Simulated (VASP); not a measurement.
# P (R-3m) in VASP: notebook

P is run at these levels: r2SCAN+D3(BJ); tasks: single point, relaxation of cell and atoms.

Program: VASP 6.6.1. These are calculated values, not measurements. Logs are shortened: lines on timing, memory, paths and dates and some standing lists are left out, and cuts for length are marked.

## (1) The cell of the first run

The structure is trigonal, space group R-3m (No. 166). The conventional cell has a = 3.377 Å, b = 3.377 Å, c = 8.277 Å, α = 90.00°, β = 90.00°, γ = 120.00°. P (site symmetry 3m) has 6 P at 2.29 to 2.49 Å within 3.0 Å.

## (2) Single point, r2SCAN+D3(BJ)

Contents of POSCAR:

```
P
1.0
    1.6887010211      0.9749719891      2.7591599089
   -1.6887010211      0.9749719891      2.7591599089
    0.0000000000     -1.9499439782      2.7591599089
P
2
Direct
    0.2394736302      0.2394736302      0.2394736302
    0.7605263698      0.7605263698      0.7605263698
```

Contents of INCAR.step1:

```
SYSTEM = P
PREC = Accurate
ENCUT = 520
ISMEAR = 0
SIGMA = 0.1
LREAL = .FALSE.
LASPH = .TRUE.
NELM = 100
NBANDS = 12
GGA = PE
ALGO = Normal
EDIFF = 1E-4
LWAVE = .TRUE.
LCHARG = .FALSE.
```

Contents of INCAR.step2:

```
SYSTEM = P
PREC = Accurate
ENCUT = 520
EDIFF = 1E-6
ISMEAR = 0
SIGMA = 0.1
LREAL = .FALSE.
LASPH = .TRUE.
NELM = 100
ALGO = Normal
ISIF = 2
LWAVE = .FALSE.
LCHARG = .TRUE.
METAGGA = R2SCAN
LMIXTAU = .TRUE.
IVDW = 12
VDW_S6 = 1.0
VDW_S8 = 0.78981345
VDW_A1 = 0.49484001
VDW_A2 = 5.73083694
LELF = .TRUE.
LVHAR = .TRUE.
NBANDS = 12
ISTART = 1
```

Contents of KPOINTS:

```
regular mesh
0
G
  9 9 9
  0 0 0
```

Potentials or basis: VASP PAW PBE potentials, release 64 (P).

The run is started by

```bash
cat potpaw_PBE.64/P/POTCAR > POTCAR
cp INCAR.step1 INCAR
mpirun -np 1 vasp_std > vasp.out
cp INCAR.step2 INCAR
mpirun -np 1 vasp_std > vasp.out
```

OUTCAR:

```text
SYSTEM = P
   PREC = Accurate
   ENCUT = 520
   EDIFF = 1E-6
   ISMEAR = 0
   LREAL = .FALSE.
   LASPH = .TRUE.
   NELM = 100
   ISIF = 2
   METAGGA = R2SCAN
   IVDW = 12
   ISTART = 1
 IVDW          = 12

 ion  position               nearest neighbor table
   1  0.239  0.239  0.239-   2 2.29   2 2.29   2 2.29   2 2.49   2 2.49   2 2.49
   2  0.761  0.761  0.761-   1 2.29   1 2.29   1 2.29   1 2.49   1 2.49   1 2.49

  LATTYP: Found a trigonal (rhomboedric) cell.
 ALAT       =     3.3786454270
 COS(alpha) =     0.5003679451

  Lattice vectors:

 A1 = (   1.6887010211,   0.9749719891,   2.7591599089)
 A2 = (  -1.6887010211,   0.9749719891,   2.7591599089)
 A3 = (   0.0000000000,  -1.9499439782,   2.7591599089)

Analysis of symmetry for initial positions (statically):
=====================================================================
 Subroutine PRICEL returns:
 Original cell was already a primitive cell.

 Routine SETGRP: Setting up the symmetry group for a
 trigonal (rhombohedral) supercell.

 Subroutine GETGRP returns: Found 12 space group operations
 (whereof 12 operations were pure point group operations)
 out of a pool of 12 trial point group operations.

The static configuration has the point symmetry D_3d.

Analysis of symmetry for dynamics (positions and initial velocities):
=====================================================================
 Subroutine PRICEL returns:
 Original cell was already a primitive cell.

 Routine SETGRP: Setting up the symmetry group for a
 trigonal (rhombohedral) supercell.

 Subroutine GETGRP returns: Found 12 space group operations
 (whereof 12 operations were pure point group operations)
 out of a pool of 12 trial point group operations.

The dynamic configuration has the point symmetry D_3d.

 Subroutine INISYM returns: Found 12 space group operations
 (whereof 12 operations are pure point group operations),
 and found     1 'primitive' translations

----------------------------------------------------------------------------------------

                                     Primitive cell

  volume of cell :      27.2567

  direct lattice vectors                    reciprocal lattice vectors
     1.688701021  0.974971989  2.759159909     0.296085567  0.170945082  0.120809719
    -1.688701021  0.974971989  2.759159909    -0.296085567  0.170945082  0.120809719
     0.000000000 -1.949943978  2.759159909     0.000000000 -0.341890164  0.120809719

  length of vectors
     3.378645427  3.378645427  3.378645427     0.362607050  0.362607050  0.362607050

  position of ions in fractional coordinates (direct lattice)
     0.239473630  0.239473630  0.239473630
     0.760526370  0.760526370  0.760526370

  ion indices of the primitive-cell ions
   primitive index   ion index
                 1           1
                 2           2

----------------------------------------------------------------------------------------

 KPOINTS: regular mesh

Automatic generation of k-mesh.
 Grid dimensions read from file:
 generate k-points for:    9    9    9

 Generating k-lattice:

  Cartesian coordinates                     Fractional coordinates (reciprocal lattice)
     0.032898396  0.018993898  0.013423302     0.111111111  0.000000000  0.000000000
    -0.032898396  0.018993898  0.013423302     0.000000000  0.111111111  0.000000000
     0.000000000 -0.037987796  0.013423302     0.000000000  0.000000000  0.111111111

  Length of vectors
     0.040289672  0.040289672  0.040289672

  Shift w.r.t. Gamma in fractional coordinates (k-lattice)
     0.000000000  0.000000000  0.000000000

 Subroutine IBZKPT returns following result:
 ===========================================

 Found     85 irreducible k-points:

 Following reciprocal coordinates:
            Coordinates               Weight
  0.000000  0.000000  0.000000      1.000000
  0.111111  0.000000  0.000000      6.000000
  0.222222  0.000000 -0.000000      6.000000
  0.333333 -0.000000  0.000000      6.000000
  0.444444  0.000000 -0.000000      6.000000
  0.111111  0.111111  0.000000      6.000000
[... 16 lines left out ...]
 -0.333333  0.333333  0.000000      6.000000
  0.444444  0.444444 -0.000000      6.000000
 [... further k-points ...]
   k-points           NKPTS =     85   k-points in BZ     NKDIM =     85   number of bands    NBANDS=     12
   number of dos      NEDOS =    301   number of ions     NIONS =      2
   total plane-waves  NPLWV =  21952
   dimension x,y,z NGX =    28 NGY =   28 NGZ =   28
   dimension x,y,z NGXF=    56 NGYF=   56 NGZF=   56
   ions per type =               2
   NGX,Y,Z   is equivalent  to a cutoff of  13.78, 13.78, 13.78 a.u.
   NGXF,Y,Z  is equivalent  to a cutoff of  27.55, 27.55, 27.55 a.u.
 SYSTEM =  P
   PREC   = accura    normal or accurate (medium, high low for compatibility)
   ISTART =      1    job   : 0-new  1-cont  2-samecut
   ICHARG =      0    charge: 1-file 2-atom 10-const
   ISPIN  =      1    spin polarized calculation?
   LNONCOLLINEAR =      F non collinear calculations
   LSORBIT =      F    spin-orbit coupling
   LASPH  =      T    aspherical Exc in radial PAW
   ENCUT  =  520.0 eV  38.22 Ry    6.18 a.u.   6.28  6.28  6.28*2*pi/ulx,y,z
   NELM   =    100;   NELMIN=  2; NELMDL=  0     # of ELM steps
   EDIFF  = 0.1E-05   stopping-criterion for ELM
   LREAL  =      F    real-space projection
   EDIFFG = 0.1E-04   stopping-criterion for IOM
   NSW    =      0    number of steps for IOM
   IBRION =     -1    ionic relax: 0-MD 1-quasi-New 2-CG
   NFREE  =      0    steps in history (QN), initial steepest desc. (CG)
   ISIF   =      2    stress and relaxation
   ISYM   =      2    0-nonsym 1-usesym 2-fastsym
   POTIM  = 0.5000    time-step for ionic-motion
   TEBEG  =    0.0;   TEEND  =   0.0 temperature during run
   PSTRESS=    0.0 pullay stress
   NELECT =      10.0000    total number of electrons
   NUPDOWN=      -1.0000    fix difference up-down
   EMIN   =  10.00;   EMAX   =-10.00  energy-range for DOS
   EFERMI =   0.00;   METHOD = LEGACY
   ISMEAR =     0;   SIGMA  =   0.10  broadening in eV -4-tet -1-fermi 0-gaus
   EFERMI_NEDOS =   21; number of points for ismear=-14 and -15
   IALGO  =     38    algorithm
   IMIX   =      4    mixing-type and parameters
     AMIX     =   0.40;   BMIX     =  1.00
     AMIX_MAG =   1.60;   BMIX_MAG =  1.00
  volume/ion in A,a.u.               =      13.63        91.97
  Fermi-wavevector in a.u.,A,eV,Ry     =   1.171972  2.214706 18.687845  1.373518
  Thomas-Fermi vector in A             =   2.308407
   LORBIT       =      0    0 simple, 1 ext, 2 COOP (PROOUT), +10 PAW based schemes
   METAGGA = R2SCAN    functional components
   LHFCALC =     F    Hartree Fock is set to
   AEXX    =    0.0000 exact exchange contribution
   IVDW    =    12    specifies the selected vdW correction
   LEPSILON=     F    determine dielectric tensor
   LRPA    =     F    only Hartree local field effects (RPA)
 non-spin polarized calculation
 Gauss-broadening in eV      SIGMA  =   0.10
  energy-cutoff  :      520.00
  volume of cell :       27.26
 maximum number of plane-waves:       751
 NGX is ok and might be reduce to    28
   NGX = 13   NGY = 13   NGZ = 13

 number of electron      10.0000000 magnetization

 Free energy of the ion-electron system (eV)
  ---------------------------------------------------
  ext. energy  EPLUGINS =         0.00000000
  ---------------------------------------------------
  free energy    TOTEN  =       -17.62045175 eV

  energy without entropy =      -17.61805804  energy(sigma->0) =      -17.61925490

 E-fermi :  10.8815     XC(G=0): -12.1682

 val. band max:       10.8415448814   @ k =   0.4444   0.2222   0.2222
 cond. band min:      10.9422209338   @ k =  -0.3333   0.1111   0.0000
 fundamental gap:      0.1006760524
 Fermi energy:        10.8815358974

 k-point     1 :       0.0000    0.0000    0.0000
  band No.  band energies     occupation
      1      -7.5108      2.00000
      2       7.9783      2.00000
      3       7.9783      2.00000
      4       8.2623      2.00000
      5       9.9602      2.00000
      6      14.4105      0.00000
      7      14.9775      0.00000
      8      14.9775      0.00000
      9      16.7127      0.00000
     10      16.7127      0.00000
     11      17.4484      0.00000
     12      17.8274      0.00000

 k-point     2 :       0.1111    0.0000    0.0000
  band No.  band energies     occupation
      1      -7.2774      2.00000
      2       6.0665      2.00000
      3       7.9127      2.00000
      4       8.1707      2.00000
      5      11.0800      0.00500
      6      14.1819      0.00000
      7      14.4352      0.00000
      8      15.2118      0.00000
      9      15.8510      0.00000
     10      15.8684      0.00000
     11      16.7792      0.00000
     12      20.1466      0.00000

 k-point     3 :       0.2222    0.0000   -0.0000
  band No.  band energies     occupation
      1      -6.5799      2.00000
      2       3.2818      2.00000
      3       7.8127      2.00000
      4       8.0899      2.00000
      5      11.5059      0.00000
      6      12.5884      0.00000
      7      12.7595      0.00000
      8      14.7112      0.00000
      9      17.1868      0.00000
     10      17.2108      0.00000
     11      17.6628      0.00000
     12      23.3552      0.00000
[... 286 lines left out ...]
 k-point    23 :      -0.3333    0.3333    0.0000
  band No.  band energies     occupation
      1      -2.1151      2.00000
      2      -1.2536      2.00000
      3       2.1262      2.00000
      4       6.1262      2.00000
      5       7.6459      2.00000
      6      13.6605      0.00000
      7      16.8670      0.00000
      8      16.9781      0.00000
      9      19.8560      0.00000
     10      20.2972      0.00000
     11      21.6797      0.00000
     12      26.1421      0.00000

 k-point    24 :       0.4444    0.4444   -0.0000
  band No.  band energies     occupation
      1      -3.0850      2.00000
      2       1.1741      2.00000
      3       3.2286      2.00000
      4       4.6306      2.00000
      5       4.8426      2.00000
      6      11.3555      0.00000
      7      19.4723      0.00000
      8      19.6983      0.00000
      9      20.3817      0.00000
     10      22.1412      0.00000
     11      26.2489      0.00000
     12      26.2849      0.00000

 [... further k-points ...]

------------------------ aborting loop because EDIFF is reached ----------------------------------------

 Edisp (eV)   -0.48550

 E8    (eV) :    -0.1381

  FORCE on cell =-STRESS in cart. coord.  units (eV):
  Direction    XX          YY          ZZ          XY          YZ          ZX
  --------------------------------------------------------------------------------------
  -------------------------------------------------------------------------------------
  Total       1.14361     1.14361     1.14887    -0.00000     0.00000     0.00000
  in kB      67.22271    67.22271    67.53156    -0.00000     0.00000     0.00000
  external pressure =       67.33 kB  Pullay stress =        0.00 kB

 VOLUME and BASIS-vectors are now :
 -----------------------------------------------------------------------------
  energy-cutoff  :      520.00
  volume of cell :       27.26
      direct lattice vectors                 reciprocal lattice vectors
     1.688701021  0.974971989  2.759159909     0.296085567  0.170945082  0.120809719
    -1.688701021  0.974971989  2.759159909    -0.296085567  0.170945082  0.120809719
     0.000000000 -1.949943978  2.759159909     0.000000000 -0.341890164  0.120809719

 POSITION                                       TOTAL-FORCE (eV/Angst)
 -----------------------------------------------------------------------------------
      0.00000      0.00000      1.98224         0.000000     -0.000000     -0.061258
      0.00000      0.00000      6.29524         0.000000      0.000000      0.061258
 -----------------------------------------------------------------------------------
    total drift:                                0.000000     -0.000000     -0.000000

  FREE ENERGIE OF THE ION-ELECTRON SYSTEM (eV)
  ---------------------------------------------------
  free  energy   TOTEN  =       -18.1059518884 eV

  energy  without entropy=      -18.1035581776  energy(sigma->0) =      -18.10475503
```

It took 92 s on 1 thread of Intel Xeon 6975P-C (Granite Rapids), shared host; peak memory 0.18 GiB.

What came out:

```
Free energy                : -18.1060 eV
Pressure                   : 6.7 GPa
Largest force              : 0.061 eV/Å
Band gap on the k mesh     : zero (bands 5 and 6 overlap by 2.43 eV)
Dispersion energy per atom : -0.243 eV
```

Forces in eV/Å, atoms in the order of the input:
```
P    0.000  0.000 -0.061
P    0.000  0.000  0.061
```

Caveat: the cell stands under pressure; the PAW data sets were made with another functional, which shifts forces and pressure a little.

## (3) Relaxation of cell and atoms, r2SCAN+D3(BJ), target pressure 7.4 GPa, at which the enthalpy is minimised

This run uses another cell than the first one, of 16.14 Å³/atom.

Contents of POSCAR:

```
P
1.0
    1.7257251780      0.9963478961      3.1296800121
   -1.7257251780      0.9963478961      3.1296800121
    0.0000000000     -1.9926957921      3.1296800121
P
2
Direct
    0.2270802500      0.2270802500      0.2270802500
    0.7729197500      0.7729197500      0.7729197500
```

Edit INCAR.step1 of step 2 so:

```diff
@@ -2,3 +2,3 @@
 PREC = Accurate
-ENCUT = 520
+ENCUT = 600
 ISMEAR = 0
@@ -8,3 +8,2 @@
 NELM = 100
-NBANDS = 12
 GGA = PE
```

Contents of INCAR.step2:

```
SYSTEM = P
PREC = Accurate
ENCUT = 600
EDIFF = 1E-6
ISMEAR = 0
SIGMA = 0.1
LREAL = .FALSE.
LASPH = .TRUE.
NELM = 100
ALGO = Normal
ISIF = 3
LWAVE = .FALSE.
LCHARG = .FALSE.
METAGGA = R2SCAN
LMIXTAU = .TRUE.
IVDW = 12
VDW_S6 = 1.0
VDW_S8 = 0.78981345
VDW_A1 = 0.49484001
VDW_A2 = 5.73083694
IBRION = 2
NSW = 80
EDIFFG = -0.05
PSTRESS = 74.0
ISTART = 1
```

Contents of KPOINTS:

```
Automatic mesh
0
G
  9 9 9
  0 0 0
```

Potentials or basis: VASP PAW PBE potentials, release 64 (P).

The run is started by

```bash
cat potpaw_PBE.64/P/POTCAR > POTCAR
cp INCAR.step1 INCAR
mpirun -np 1 vasp_std > vasp.out
cp INCAR.step2 INCAR
mpirun -np 1 vasp_std > vasp.out
```

It took 20 min on 1 thread of Intel Xeon 6975P-C (Granite Rapids), shared host; peak memory 0.2 GiB.

Results (log left out):

* Free energy: -18.1035 eV
* Relaxed volume: 13.58 Å³/atom
* Relaxed cell: a = 3.372 Å, b = 3.372 Å, c = 3.372 Å, α = 60.07°, β = 60.07°, γ = 60.07°
* Space group after relaxing (to 0.1 Å): R-3m (No. 166)
* Energy change on relaxing (the run minimises the enthalpy): +43.3 meV/atom
* Ionic steps: 13
* Pressure after relaxing: 7.5 GPa
* Largest force after relaxing: 0.005 eV/Å
* Band gap on the k mesh: zero (bands 5 and 6 overlap by 2.45 eV)
* Dispersion energy per atom: -0.244 eV

Forces on the atoms (eV/Å):
```
P    0.000  0.000 -0.005
P    0.000  0.000  0.005
```

Stress tensor (GPa, compression positive):
```
7.31 0.00 0.00
0.00 7.31 0.00
0.00 0.00 7.74
```

The path:
| step | energy change (eV) | largest force (eV/Å) | pressure (GPa) | volume (Å³) |
| --- | --- | --- | --- | --- |
| 1 | 0.0000 | 0.0517 | -1.85 | 32.29 |
| 2 | 0.1355 | 0.8729 | 13.82 | 28.12 |
| 3 | 0.0419 | 0.5667 | 7.53 | 29.55 |
| 4 | 0.0383 | 0.3206 | 7.41 | 28.92 |
| 5 | 0.0489 | 0.1166 | 8.45 | 28.32 |
| 6 | 0.0984 | 0.0616 | 9.44 | 27.11 |
| 7 | 0.3379 | 0.0381 | 22.51 | 24.74 |
| 8 | 0.1058 | 0.1377 | 10.12 | 26.96 |
| 9 | 0.1827 | 0.1441 | 14.81 | 25.85 |
| 10 | 0.1120 | 0.1361 | 10.40 | 26.81 |
| 11 | 0.0654 | 0.2705 | 2.08 | 28.10 |
| 12 | 0.0821 | 0.0420 | 6.91 | 27.28 |
| 13 | 0.0865 | 0.0055 | 7.46 | 27.17 |

Final structure:
```xyz
2
Lattice="1.6881 0.9746 2.7521 -1.6881 0.9746 2.7521 0.0000 -1.9493 2.7521" Properties=species:S:1:pos:R:3 pbc="T T T"
P     0.0000    0.0000    1.9734
P     0.0000    0.0000    6.2828
```

Levels at points of the mesh, in eV from the Fermi level:
```
           k point  band 2  band 3  band 4  band 5  band 6  band 7  band 8  band 9
(0.00, 0.00, 0.00)   -2.95   -2.95   -2.60   -0.90    3.47    4.03    4.03    5.85
```

Caveat: the cell is relaxed towards a set pressure, so the run minimises the enthalpy, not the energy; the volume moved by over 15 % at a fixed basis, so the end points are rough; the PAW data sets were made with another functional, which shifts forces and pressure a little.
